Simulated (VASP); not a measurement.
The system is KCl.

```
K Cl
1.0
     3.63239    0.00000    0.00000
     0.00000    3.63239    0.00000
     0.00000    0.00000    3.63239
K Cl
1 1
Cartesian
  0.0000 0.0000 0.0000
  1.8162 1.8162 1.8162
```

This cell differs from its parent crystal: strain -3.7%.

Program: VASP 6.6.1. Alike in all runs: task single point; potentials or basis VASP PAW PBE potentials, release 64 (K_sv, Cl); no spin polarisation; cell as given; cutoff (eV) 520. Hardware: 1 thread of AMD EPYC 7R43 64-Core Processor (Zen 3), on a shared host.

Problem. Order these runs on this cell by their wall time, lowest first.
A. level PBE; k mesh 8 × 8 × 8; smearing fermi-dirac 0.02 eV
B. level r2SCAN; k mesh 8 × 8 × 8; smearing gaussian 0.01 eV
C. level HSE06; k mesh 6 × 6 × 6; smearing gaussian 0.01 eV; grid for exact exchange (PRECFOCK) Normal; screening parameter 0.2079 1/Å

Solution. A (19 s), B (88 s), C (3800 s).
